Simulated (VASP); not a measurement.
# WC (P-6m2) in VASP: settings compared

The runs below take WC through single point, with PBE, LDA, revPBE.

Program: VASP 6.6.1. These are calculated values, not measurements. Logs are shortened: lines on timing, memory, paths and dates and some standing lists are left out, and cuts for length are marked.

### Step 1. The cell of the first run

Symmetry: P-6m2, No. 187, hexagonal system. Conventional cell: a = 2.907 Å, b = 2.907 Å, c = 2.837 Å, α = 90.00°, β = 90.00°, γ = 120.00°. W (site symmetry -6m2) has 6 C at 2.20 Å and 8 W at 2.84 to 2.91 Å within 3.0 Å. C (site symmetry -6m2) has 6 W at 2.20 Å and 8 C at 2.84 to 2.91 Å within 3.0 Å.

### Step 2. Single point, PBE

Input file INCAR:

```
PREC = Accurate ; ENCUT = 600
EDIFF = 1E-6 ; ISMEAR = -1
SIGMA = 0.1 ; LREAL = False
LASPH = True ; NELM = 120
ALGO = Normal ; ISIF = 2
LWAVE = False ; LCHARG = True
GGA = PE ; LELF = True
LVHAR = True ; NBANDS = 16
GGA_COMPAT = False
```

Input file KPOINTS:

```
Automatic mesh
0
Gamma
  11 11 10
```

Input file POSCAR:

```
WC
1.0
    2.9065000000      0.0000000000      0.0000000000
   -1.4532500000      2.5171028361      0.0000000000
    0.0000000000      0.0000000000      2.8366000000
W C
1 1
Direct
    0.0000000000      0.0000000000      0.0000000000
    0.6666666667      0.3333333333      0.5000000000
```

Potentials or basis: VASP PAW PBE potentials, release 64 (W_sv, C).

The run is started by

```bash
> cat potpaw_PBE.64/W_sv/POTCAR potpaw_PBE.64/C/POTCAR > POTCAR
> mpirun -np 1 vasp_std > vasp.out
```

OUTCAR:

```text
PREC = Accurate
   ENCUT = 600
   EDIFF = 1E-6
   ISMEAR = -1
   LREAL = False
   LASPH = True
   NELM = 120
   ISIF = 2
   GGA = PE

 ion  position               nearest neighbor table
   1  0.000  0.000  0.000-   2 2.20   2 2.20   2 2.20   2 2.20   2 2.20   2 2.20
   2  0.667  0.333  0.500-   1 2.20   1 2.20   1 2.20   1 2.20   1 2.20   1 2.20

  LATTYP: Found a hexagonal cell.
 ALAT       =     2.9065000000
 C/A-ratio  =     0.9759504559

  Lattice vectors:

 A1 = (   2.9065000000,   0.0000000000,   0.0000000000)
 A2 = (  -1.4532500000,   2.5171028361,   0.0000000000)
 A3 = (   0.0000000000,   0.0000000000,   2.8366000000)

Analysis of symmetry for initial positions (statically):
=====================================================================
 Subroutine PRICEL returns:
 Original cell was already a primitive cell.

 Routine SETGRP: Setting up the symmetry group for a
 hexagonal supercell.

 Subroutine GETGRP returns: Found 12 space group operations
 (whereof 12 operations were pure point group operations)
 out of a pool of 24 trial point group operations.

The static configuration has the point symmetry D_3h.

Analysis of symmetry for dynamics (positions and initial velocities):
=====================================================================
 Subroutine PRICEL returns:
 Original cell was already a primitive cell.

 Routine SETGRP: Setting up the symmetry group for a
 hexagonal supercell.

 Subroutine GETGRP returns: Found 12 space group operations
 (whereof 12 operations were pure point group operations)
 out of a pool of 24 trial point group operations.

The dynamic configuration has the point symmetry D_3h.

 Subroutine INISYM returns: Found 12 space group operations
 (whereof 12 operations are pure point group operations),
 and found     1 'primitive' translations

----------------------------------------------------------------------------------------

                                     Primitive cell

  volume of cell :      20.7525

  direct lattice vectors                    reciprocal lattice vectors
     2.906500000  0.000000000  0.000000000     0.344056425  0.198641070  0.000000000
    -1.453250000  2.517102836  0.000000000     0.000000000  0.397282139  0.000000000
     0.000000000  0.000000000  2.836600000     0.000000000  0.000000000  0.352534725

  length of vectors
[... 80 lines left out ...]
   ENCUT  =  600.0 eV  44.10 Ry    6.64 a.u.   5.81  5.81  5.67*2*pi/ulx,y,z
   NELM   =    120;   NELMIN=  2; NELMDL= -5     # of ELM steps
   EDIFF  = 0.1E-05   stopping-criterion for ELM
   LREAL  =      F    real-space projection
   EDIFFG = 0.1E-04   stopping-criterion for IOM
   NSW    =      0    number of steps for IOM
   IBRION =     -1    ionic relax: 0-MD 1-quasi-New 2-CG
   NFREE  =      0    steps in history (QN), initial steepest desc. (CG)
   ISIF   =      2    stress and relaxation
   ISYM   =      2    0-nonsym 1-usesym 2-fastsym
   POTIM  = 0.5000    time-step for ionic-motion
   TEBEG  =    0.0;   TEEND  =   0.0 temperature during run
   PSTRESS=    0.0 pullay stress
   NELECT =      18.0000    total number of electrons
   NUPDOWN=      -1.0000    fix difference up-down
   EMIN   =  10.00;   EMAX   =-10.00  energy-range for DOS
   EFERMI =   0.00;   METHOD = LEGACY
   ISMEAR =    -1;   SIGMA  =   0.10  broadening in eV -4-tet -1-fermi 0-gaus
   EFERMI_NEDOS =   21; number of points for ismear=-14 and -15
   IALGO  =     38    algorithm
   IMIX   =      4    mixing-type and parameters
     AMIX     =   0.40;   BMIX     =  1.00
     AMIX_MAG =   1.60;   BMIX_MAG =  1.00
  volume/ion in A,a.u.               =      10.38        70.02
  Fermi-wavevector in a.u.,A,eV,Ry     =   1.561262  2.950358 33.164744  2.437540
  Thomas-Fermi vector in A             =   2.664353
   LORBIT       =      0    0 simple, 1 ext, 2 COOP (PROOUT), +10 PAW based schemes
   GGA     = PE    functional components
   LHFCALC =     F    Hartree Fock is set to
   AEXX    =    0.0000 exact exchange contribution
   IVDW    =     0    specifies the selected vdW correction
   LEPSILON=     F    determine dielectric tensor
   LRPA    =     F    only Hartree local field effects (RPA)
 non-spin polarized calculation
  energy-cutoff  :      600.00
  volume of cell :       20.75
 maximum number of plane-waves:       704
 NGX is ok and might be reduce to    24
   NGX = 11   NGY = 11   NGZ = 11

 number of electron      18.0000000 magnetization

 Free energy of the ion-electron system (eV)
  ---------------------------------------------------
  ext. energy  EPLUGINS =         0.00000000
  ---------------------------------------------------
  free energy    TOTEN  =       -22.44833054 eV

  energy without entropy =      -22.43913104  energy(sigma->0) =      -22.44373079

 E-fermi :  11.1244     XC(G=0): -13.7999

 val. band max:       11.0672001177   @ k =   0.4545   0.0909   0.5000
 cond. band min:      11.1339534657   @ k =   0.2727   0.2727   0.0000
 fundamental gap:      0.0667533479
 Fermi energy:        11.1243689530

 k-point     1 :       0.0000    0.0000    0.0000
  band No.  band energies     occupation
      1     -62.9249      2.00000
      2     -26.9062      2.00000
      3     -26.8035      2.00000
      4     -26.8035      2.00000
      5      -3.3724      2.00000
      6       6.7659      2.00000
[... 433 lines left out ...]
      3     -26.9249      2.00000
      4     -26.9018      2.00000
      5      -1.8200      2.00000
      6       5.8252      2.00000
[... 8 lines left out ...]
     15      24.6303      0.00000
     16      28.8832      0.00000

 [... further k-points ...]

------------------------ aborting loop because EDIFF is reached ----------------------------------------

  FORCE on cell =-STRESS in cart. coord.  units (eV):
  Direction    XX          YY          ZZ          XY          YZ          ZX
  --------------------------------------------------------------------------------------
  -------------------------------------------------------------------------------------
  Total        0.8786876      0.8786876      0.8299389      0.0000000     -0.0000000      0.0000000
  in kB       67.8384182     67.8384182     64.0748110      0.0000000     -0.0000000      0.0000000
  external PRESSURE =      66.5838824 kB  Pullay stress =       0.0000000 kB

 VOLUME and BASIS-vectors are now :
 -----------------------------------------------------------------------------
  energy-cutoff  :      600.00
  volume of cell :       20.75
      direct lattice vectors                 reciprocal lattice vectors
     2.906500000  0.000000000  0.000000000     0.344056425  0.198641070  0.000000000
    -1.453250000  2.517102836  0.000000000     0.000000000  0.397282139  0.000000000
     0.000000000  0.000000000  2.836600000     0.000000000  0.000000000  0.352534725

 POSITION                                       TOTAL-FORCE (eV/Angst)
 -----------------------------------------------------------------------------------
      0.00000      0.00000      0.00000         0.000000     -0.000000      0.000000
      1.45325      0.83903      1.41830        -0.000000      0.000000      0.000000
 -----------------------------------------------------------------------------------
    total drift:                                0.000000     -0.000000      0.000000

  FREE ENERGIE OF THE ION-ELECTRON SYSTEM (eV)
  ---------------------------------------------------
  free  energy   TOTEN  =       -22.4483305426 eV

  energy  without entropy=      -22.4391310376  energy(sigma->0) =      -22.44373079
```

OSZICAR:

```text
N       E                     dE             d eps       ncg     rms          rms(c)
DAV:   1     0.117734431550E+03    0.11773E+03   -0.10338E+04  3072   0.139E+03
DAV:   2    -0.220227405154E+02   -0.13976E+03   -0.13468E+03  3632   0.354E+02
DAV:   3    -0.254995284592E+02   -0.34768E+01   -0.34634E+01  3448   0.527E+01
DAV:   4    -0.255183326626E+02   -0.18804E-01   -0.18804E-01  3912   0.438E+00
DAV:   5    -0.255184795351E+02   -0.14687E-03   -0.14687E-03  3440   0.366E-01    0.324E+01
DAV:   6    -0.225297713575E+02    0.29887E+01   -0.57285E+00  3672   0.258E+01    0.856E+00
DAV:   7    -0.224763617941E+02    0.53410E-01   -0.43250E-01  3200   0.504E+00    0.623E+00
DAV:   8    -0.224495981891E+02    0.26764E-01   -0.62644E-02  3456   0.214E+00    0.107E+00
DAV:   9    -0.224483906515E+02    0.12075E-02   -0.31125E-03  3368   0.429E-01    0.120E-01
DAV:  10    -0.224483330731E+02    0.57578E-04   -0.30669E-04  3736   0.198E-01    0.639E-02
DAV:  11    -0.224483314682E+02    0.16049E-05   -0.14417E-05  3384   0.344E-02    0.104E-02
DAV:  12    -0.224483305426E+02    0.92558E-06   -0.30427E-06  3360   0.157E-02
   1 F= -.22448331E+02 E0= -.22443731E+02  d E =-.919951E-02
```

stdout:

```text
POSCAR found type information on POSCAR W C
 POSCAR found :  2 types and       2 ions
 scaLAPACK will be used
 LDA part: xc-table for (Slater+PW92), standard interpolation
 POSCAR, INCAR and KPOINTS ok, starting setup
 FFT: planning ... GRIDC
 FFT: planning ... GRID_SOFT
 FFT: planning ... GRID
 WAVECAR not read
 entering main loop
```

Run time: 59 s. Hardware: 1 thread of AMD EPYC 7R43 (Zen 3), shared host; peak memory 0.13 GiB.

Results:

* Free energy: -22.4483 eV
* Pressure: 6.7 GPa
* Band gap on the k mesh: zero (bands 9 and 10 overlap by 1.23 eV)

Stress tensor (GPa, compression positive):
```
6.78 0.00 0.00
0.00 6.78 0.00
0.00 0.00 6.41
```

Levels at points of the mesh, in eV from the Fermi level:
```tsv
k point	band 6	band 7	band 8	band 9	band 10	band 11	band 12	band 13
(0.00, 0.00, 0.00)	-4.36	-3.38	-3.38	0.04	3.19	3.19	5.58	5.58
(0.00, 0.00, 0.50)	-8.70	-2.06	-2.06	-0.63	-0.63	3.62	4.48	4.48
```

Caveat: the cell stands under pressure; spin-orbit coupling is left out, which moves the levels of the heavy elements.

[end of part 1 of 2]
